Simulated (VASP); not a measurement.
# BeB15N15 (a cell with a defect) in VASP: settings compared

Aim: see how the results for BeB15N15 (a cell with a defect) move with the level of theory and the settings. Levels: PBE, HSE06. Tasks: single point.

Program: VASP 6.6.1. These are calculated values, not measurements. Logs are shortened: lines on timing, memory, paths and dates and some standing lists are left out, and cuts for length are marked.

## Step 1: The cell of the first run

The cell holds a defect, 31 atoms: a = 6.277 Å, b = 6.277 Å, c = 6.277 Å, α = 109.47°, β = 109.47°, γ = 109.47°.

## Step 2: Single point, PBE

INCAR

```
SYSTEM = BeB15N15
PREC = Accurate
ENCUT = 520
EDIFF = 1E-6
ISMEAR = -1
SIGMA = 0.01
LREAL = Auto
LASPH = .True.
NELM = 120
ALGO = Normal
ISIF = 2
LWAVE = .False.
LCHARG = .True.
GGA = PE
LELF = .True.
LVHAR = .True.
NBANDS = 82
GGA_COMPAT = .False.
ISYM = -1
```

KPOINTS

```
explicit points
1
Reciprocal
  0.25000000   0.25000000   0.25000000 1
```

POSCAR

```
BeB15N15
1.0
   -3.6241103844      3.6241103844     -3.6241103844
    3.6241103844      3.6241103844      3.6241103844
    3.6241103844     -3.6241103844     -3.6241103844
B Be N
15 1 15
Direct
   -0.0019083987     -0.0030621174     -0.0124004695
    0.0032538634      0.2486770424      0.7498202438
    0.0032475835      0.4996852143      0.4988008685
   -0.0018947747      0.7374158856      0.2470735525
    0.2498451508      0.0020942500      0.7498345882
    0.2498368072      0.4996837681      0.2522153472
    0.2485060714      0.7489845438     -0.0008922010
    0.5008681592      0.0020907627      0.4988081226
    0.5008564627      0.2486742440      0.2522163318
    0.4975378127      0.4963822092     -0.0015062124
    0.4975378334      0.7483527213      0.7465028832
    0.7386387501     -0.0030547748      0.2470578619
    0.7501461228      0.2473358422     -0.0008880837
    0.7495224927      0.4963761236      0.7465009450
    0.7501437877      0.7489831752      0.4974714554
    0.2465866384      0.2454253916      0.4955515040
   -0.0012326158      0.2472867307      0.0020341022
    0.0026608619      0.5000828201      0.7502063908
   -0.0012267651      0.7519152928      0.4974189768
    0.2484473608     -0.0023928416      0.0020466607
    0.2482775362      0.2471113044      0.7593370728
    0.2482731948      0.5091987541      0.4972393777
    0.2484518788      0.7519136201      0.2477349224
    0.5012433779      0.0014972025      0.7502083756
    0.5103667530      0.2471059843      0.4972378646
    0.5012423787      0.5000825676      0.2516289654
    0.5020293532      0.7495756287     -0.0002993429
    0.7530822832     -0.0023916728      0.4974144111
    0.7530665066      0.2472907963      0.2477325697
    0.7507382618      0.5008684911     -0.0002955903
    0.7507325222      0.7495690765      0.7509922004
```

Potentials or basis: VASP PAW PBE potentials, release 64 (B, Be, N).

Started as:

```sh
> cat potpaw_PBE.64/B/POTCAR potpaw_PBE.64/Be/POTCAR potpaw_PBE.64/N/POTCAR > POTCAR
> mpirun -np 1 vasp_std > vasp.out
```

OUTCAR:

```text
SYSTEM = BeB15N15
   PREC = Accurate
   ENCUT = 520
   EDIFF = 1E-6
   ISMEAR = -1
   LREAL = Auto
   LASPH = .True.
   NELM = 120
   ISIF = 2
   GGA = PE
   ISYM = -1

 ion  position               nearest neighbor table
   1  0.998  0.997  0.988-  31 1.53  17 1.54  20 1.54
   2  0.003  0.249  0.750-  21 1.52  28 1.58  18 1.58  17 1.60
   3  0.003  0.500  0.499-  22 1.52  29 1.58  18 1.58  19 1.60
   4  0.998  0.737  0.247-  30 1.53  19 1.54  23 1.54
   5  0.250  0.002  0.750-  21 1.52  19 1.58  24 1.58  20 1.60
   6  0.250  0.500  0.252-  22 1.52  17 1.58  26 1.58  23 1.60
   7  0.249  0.749  0.999-  20 1.55  23 1.55  18 1.56  27 1.59
   8  0.501  0.002  0.499-  25 1.52  23 1.58  24 1.58  28 1.60
   9  0.501  0.249  0.252-  25 1.52  20 1.58  26 1.58  29 1.60
  10  0.498  0.496  0.998-  21 1.54  26 1.57  27 1.58  30 1.58
  11  0.498  0.748  0.747-  22 1.54  24 1.57  31 1.58  27 1.58
  12  0.739  0.997  0.247-  27 1.53  29 1.54  28 1.54
  13  0.750  0.247  0.999-  29 1.55  17 1.55  24 1.56  30 1.59
  14  0.750  0.496  0.747-  25 1.54  18 1.57  31 1.58  30 1.58
  15  0.750  0.749  0.497-  28 1.55  19 1.55  26 1.56  31 1.59
  16  0.247  0.245  0.496-  22 1.65  25 1.65  21 1.65
  17  0.999  0.247  0.002-   1 1.54  13 1.55   6 1.58   2 1.60
  18  0.003  0.500  0.750-   7 1.56  14 1.57   3 1.58   2 1.58
  19  0.999  0.752  0.497-   4 1.54  15 1.55   5 1.58   3 1.60
  20  0.248  0.998  0.002-   1 1.54   7 1.55   9 1.58   5 1.60
  21  0.248  0.247  0.759-   5 1.52   2 1.52  10 1.54  16 1.65
  22  0.248  0.509  0.497-   6 1.52   3 1.52  11 1.54  16 1.65
  23  0.248  0.752  0.248-   4 1.54   7 1.55   8 1.58   6 1.60
  24  0.501  0.001  0.750-  13 1.56  11 1.57   5 1.58   8 1.58
  25  0.510  0.247  0.497-   8 1.52   9 1.52  14 1.54  16 1.65
  26  0.501  0.500  0.252-  15 1.56  10 1.57   6 1.58   9 1.58
  27  0.502  0.750  1.000-  12 1.53  11 1.58  10 1.58   7 1.59
  28  0.753  0.998  0.497-  12 1.54  15 1.55   2 1.58   8 1.60
  29  0.753  0.247  0.248-  12 1.54  13 1.55   3 1.58   9 1.60
  30  0.751  0.501  1.000-   4 1.53  14 1.58  10 1.58  13 1.59
  31  0.751  0.750  0.751-   1 1.53  14 1.58  11 1.58  15 1.59

IMPORTANT INFORMATION: All symmetrisations will be switched off!
NOSYMM: (Re-)initialisation of all symmetry stuff for point group C_1.

----------------------------------------------------------------------------------------

                                     Primitive cell

  volume of cell :     190.3988

  direct lattice vectors                    reciprocal lattice vectors
    -3.624110384  3.624110384 -3.624110384     0.000000000  0.137964893 -0.137964893
     3.624110384  3.624110384  3.624110384     0.137964893  0.137964893  0.000000000
     3.624110384 -3.624110384 -3.624110384     0.137964893  0.000000000 -0.137964893

  length of vectors
     6.277143318  6.277143318  6.277143318     0.195111822  0.195111822  0.195111822

  position of ions in fractional coordinates (direct lattice)
     0.998091601  0.996937883  0.987599530
     0.003253863  0.248677042  0.749820244
     0.003247583  0.499685214  0.498800868
     0.998105225  0.737415886  0.247073552
     0.249845151  0.002094250  0.749834588
     0.249836807  0.499683768  0.252215347
[... 23 lines left out ...]
     0.750738262  0.500868491  0.999704410
     0.750732522  0.749569077  0.750992200

  ion indices of the primitive-cell ions
   primitive index   ion index
                 1           1
                 2           2
                 3           3
                 4           4
                 5           5
                 6           6
[... 23 lines left out ...]
                30          30
                31          31

----------------------------------------------------------------------------------------

 KPOINTS: explicit points

Read explicit list of k-points.

 Found      1 k-points:

 Following reciprocal coordinates:
            Coordinates               Weight
  0.250000  0.250000  0.250000      1.000000
   k-points           NKPTS =      1   k-points in BZ     NKDIM =      1   number of bands    NBANDS=     82
   number of dos      NEDOS =    301   number of ions     NIONS =     31
   total plane-waves  NPLWV = 110592
   dimension x,y,z NGX =    48 NGY =   48 NGZ =   48
   dimension x,y,z NGXF=    96 NGYF=   96 NGZF=   96
   ions per type =              15   1  15
   NGX,Y,Z   is equivalent  to a cutoff of  12.71, 12.71, 12.71 a.u.
   NGXF,Y,Z  is equivalent  to a cutoff of  25.42, 25.42, 25.42 a.u.
 SYSTEM =  BeB15N15
   PREC   = accura    normal or accurate (medium, high low for compatibility)
   ISTART =      0    job   : 0-new  1-cont  2-samecut
   ICHARG =      2    charge: 1-file 2-atom 10-const
   ISPIN  =      1    spin polarized calculation?
   LNONCOLLINEAR =      F non collinear calculations
   LSORBIT =      F    spin-orbit coupling
   LASPH  =      T    aspherical Exc in radial PAW
   ENCUT  =  520.0 eV  38.22 Ry    6.18 a.u.  11.67 11.67 11.67*2*pi/ulx,y,z
   NELM   =    120;   NELMIN=  2; NELMDL= -5     # of ELM steps
   EDIFF  = 0.1E-05   stopping-criterion for ELM
   LREAL  =      T    real-space projection
   EDIFFG = 0.1E-04   stopping-criterion for IOM
   NSW    =      0    number of steps for IOM
   IBRION =     -1    ionic relax: 0-MD 1-quasi-New 2-CG
   NFREE  =      0    steps in history (QN), initial steepest desc. (CG)
   ISIF   =      2    stress and relaxation
   ISYM   =     -1    0-nonsym 1-usesym 2-fastsym
   POTIM  = 0.5000    time-step for ionic-motion
   TEBEG  =    0.0;   TEEND  =   0.0 temperature during run
   PSTRESS=    0.0 pullay stress
   NELECT =     122.0000    total number of electrons
   NUPDOWN=      -1.0000    fix difference up-down
   EMIN   =  10.00;   EMAX   =-10.00  energy-range for DOS
   EFERMI =   0.00;   METHOD = LEGACY
   ISMEAR =    -1;   SIGMA  =   0.01  broadening in eV -4-tet -1-fermi 0-gaus
   EFERMI_NEDOS =   21; number of points for ismear=-14 and -15
   IALGO  =     38    algorithm
   IMIX   =      4    mixing-type and parameters
     AMIX     =   0.40;   BMIX     =  1.00
     AMIX_MAG =   1.60;   BMIX_MAG =  1.00
  volume/ion in A,a.u.               =       6.14        41.45
  Fermi-wavevector in a.u.,A,eV,Ry     =   1.411367  2.667097 27.102226  1.991957
  Thomas-Fermi vector in A             =   2.533226
   LORBIT       =      0    0 simple, 1 ext, 2 COOP (PROOUT), +10 PAW based schemes
   GGA     = PE    functional components
   LHFCALC =     F    Hartree Fock is set to
   AEXX    =    0.0000 exact exchange contribution
   IVDW    =     0    specifies the selected vdW correction
   LEPSILON=     F    determine dielectric tensor
   LRPA    =     F    only Hartree local field effects (RPA)
 non-spin polarized calculation
  energy-cutoff  :      520.00
  volume of cell :      190.40
 maximum number of plane-waves:      5072
 NGX is ok and might be reduce to    48
   NGX = 23   NGY = 23   NGZ = 23

 number of electron     122.0000016 magnetization

 Free energy of the ion-electron system (eV)
  ---------------------------------------------------
  ext. energy  EPLUGINS =         0.00000000
  ---------------------------------------------------
  free energy    TOTEN  =      -262.41450825 eV

  energy without entropy =     -262.41450825  energy(sigma->0) =     -262.41450825

 E-fermi :   6.8444     XC(G=0): -12.5641

 val. band max:        6.5993570882   @ k =   0.2500   0.2500   0.2500
 cond. band min:      11.4445143465   @ k =   0.2500   0.2500   0.2500
 fundamental gap:      4.8451572584
 Fermi energy:         6.8444460386

 k-point     1 :       0.2500    0.2500    0.2500
  band No.  band energies     occupation
      1     -11.7681      2.00000
      2     -11.7679      2.00000
      3     -11.6377      2.00000
      4     -11.0094      2.00000
      5      -8.7314      2.00000
      6      -8.7312      2.00000
[... 65 lines left out ...]
     72      15.0109      0.00000
     73      15.2379      0.00000
 [bands above 73 left out]

------------------------ aborting loop because EDIFF is reached ----------------------------------------

  FORCE on cell =-STRESS in cart. coord.  units (eV):
  Direction    XX          YY          ZZ          XY          YZ          ZX
  --------------------------------------------------------------------------------------
  -------------------------------------------------------------------------------------
  Total        1.6258741      1.6271775      1.6302536     -1.3932777      1.4033334      1.4009889
  in kB       13.6814852     13.6924533     13.7183383    -11.7242220     11.8088388     11.7891107
  external PRESSURE =      13.6974256 kB  Pullay stress =       0.0000000 kB

 VOLUME and BASIS-vectors are now :
 -----------------------------------------------------------------------------
  energy-cutoff  :      520.00
  volume of cell :      190.40
      direct lattice vectors                 reciprocal lattice vectors
    -3.624110384  3.624110384 -3.624110384     0.000000000  0.137964893 -0.137964893
     3.624110384  3.624110384  3.624110384     0.137964893  0.137964893  0.000000000
     3.624110384 -3.624110384 -3.624110384     0.137964893  0.000000000 -0.137964893

 POSITION                                       TOTAL-FORCE (eV/Angst)
 -----------------------------------------------------------------------------------
      3.57499      3.65104     -3.58335         0.013967     -0.013274     -0.014899
      3.60687     -1.80441     -1.82799         0.008708     -0.008163      0.007653
      3.60685      0.01497     -0.00856         0.009891     -0.007124      0.007877
     -0.04935      5.39430     -1.84019         0.015024      0.016879      0.015916
      1.81961     -1.80443     -3.61536        -0.007591     -0.007815     -0.007895
      1.81953      1.80229     -0.00858        -0.006372      0.009564      0.007918
[... 23 lines left out ...]
      2.71748      0.91292     -4.52859        -0.006070     -0.006230      0.005510
      2.71746      2.71558     -2.72590        -0.005148     -0.005616      0.005547
 -----------------------------------------------------------------------------------
    total drift:                                0.000977     -0.000478      0.001757

  FREE ENERGIE OF THE ION-ELECTRON SYSTEM (eV)
  ---------------------------------------------------
  free  energy   TOTEN  =      -262.4145082542 eV

  energy  without entropy=     -262.4145082542  energy(sigma->0) =     -262.41450825
```

Run time: 99 s. Hardware: 1 thread of Intel Xeon 8259CL, shared host; peak memory 0.33 GiB.

Results:

* Free energy: -262.4145 eV
* Pressure: 1.4 GPa
* Largest force: 0.028 eV/Å
* Band gap on the k mesh: 4.85 eV

Forces on the atoms (eV/Å):
```
B    0.014 -0.013 -0.015
B    0.009 -0.008  0.008
B    0.010 -0.007  0.008
B    0.015  0.017  0.016
B   -0.008 -0.008 -0.008
B   -0.006  0.010  0.008
B   -0.003  0.004 -0.005
B   -0.007 -0.008 -0.007
B   -0.007  0.007  0.007
B    0.001  0.006 -0.003
B    0.003  0.003 -0.005
B   -0.014  0.013 -0.015
B    0.003  0.004  0.005
B    0.006  0.002 -0.003
B    0.003 -0.003 -0.003
Be  -0.008 -0.009  0.008
N    0.001  0.007  0.002
N   -0.004 -0.001  0.000
N    0.000 -0.003 -0.008
N   -0.003  0.008 -0.001
N   -0.001  0.004  0.002
N   -0.001 -0.002 -0.003
N   -0.003  0.000 -0.009
N    0.000 -0.001  0.003
N    0.005 -0.001  0.002
N    0.000 -0.004  0.001
N   -0.005 -0.005  0.005
N    0.007 -0.002 -0.001
N    0.006  0.002  0.001
N   -0.006 -0.006  0.006
N   -0.005 -0.006  0.006
```

## Step 3: Single point, HSE06

POSCAR is that of step 2.

INCAR.step1

```
ALGO = Normal
EDIFF = 1E-5
ENCUT = 520
GGA = PE
GGA_COMPAT = False
ISIF = 2
ISMEAR = -1
ISYM = -1
LASPH = True
LCHARG = False
LREAL = Auto
LWAVE = True
NBANDS = 82
NELM = 120
PREC = Accurate
SIGMA = 0.01
```

INCAR.step2

```
ALGO = Normal
EDIFF = 1E-6
ENCUT = 520
GGA = PE
GGA_COMPAT = False
HFSCREEN = 0.2079
ISIF = 2
ISMEAR = -1
ISTART = 1
ISYM = -1
LASPH = True
LCHARG = False
LHFCALC = True
LREAL = Auto
LWAVE = False
NBANDS = 82
NELM = 120
PREC = Accurate
PRECFOCK = Fast
SIGMA = 0.01
```

KPOINTS is that of step 2.

Potentials or basis: VASP PAW PBE potentials, release 64 (B, Be, N).

Started as:

```sh
> cat potpaw_PBE.64/B/POTCAR potpaw_PBE.64/Be/POTCAR potpaw_PBE.64/N/POTCAR > POTCAR
> cp INCAR.step1 INCAR
> mpirun -np 1 vasp_std > vasp.out
> cp INCAR.step2 INCAR
> mpirun -np 1 vasp_std > vasp.out
```

Run time: 5.4 min. Hardware: 1 thread of Intel Xeon 8259CL, shared host; peak memory 0.46 GiB.

The run converged. Its results:

```yaml
Free_energy: -307.4558 eV
Pressure: -8.3 GPa
Largest_force: 0.133 eV/Å
Band_gap_on_the_k_mesh: 6.19 eV
```

Forces in eV/Å, atoms in the order of the input:
```
B   -0.087  0.053  0.086
B    0.017 -0.007 -0.010
B    0.019  0.010  0.007
B   -0.086 -0.084 -0.050
B    0.010 -0.007 -0.017
B    0.011  0.018  0.007
B   -0.002  0.000 -0.001
B   -0.006  0.009 -0.015
B   -0.006  0.016 -0.010
B    0.011 -0.010 -0.013
B    0.013  0.013  0.010
B    0.052 -0.088  0.086
B    0.000  0.000  0.004
B   -0.010  0.012 -0.013
B   -0.001 -0.002  0.000
Be   0.074  0.074 -0.075
N   -0.009  0.005  0.008
N    0.000 -0.002  0.002
N   -0.010 -0.010 -0.007
N   -0.010  0.006  0.009
N    0.038 -0.033 -0.036
N    0.037  0.037  0.034
N   -0.010 -0.010 -0.007
N   -0.002 -0.003 -0.001
N   -0.032  0.038 -0.037
N   -0.002  0.000  0.002
N    0.015 -0.017  0.017
N    0.006 -0.009  0.009
N    0.005 -0.008  0.007
N   -0.018 -0.018 -0.015
N   -0.017  0.015  0.018
```

Stress tensor (GPa, compression positive):
```
-8.28 -1.23  1.23
-1.23 -8.27  1.24
 1.23  1.24 -8.27
```

Levels at points of the mesh, in eV from the valence-band top:
| k point | band 59 | band 60 | band 61 | band 62 | band 63 | band 64 |
| --- | --- | --- | --- | --- | --- | --- |
| (0.25, 0.25, 0.25) | -0.72 | -0.72 | 0.00 | 6.19 | 6.19 | 7.98 |

Caveat: the PAW data sets were made with another functional, which shifts forces and pressure a little.
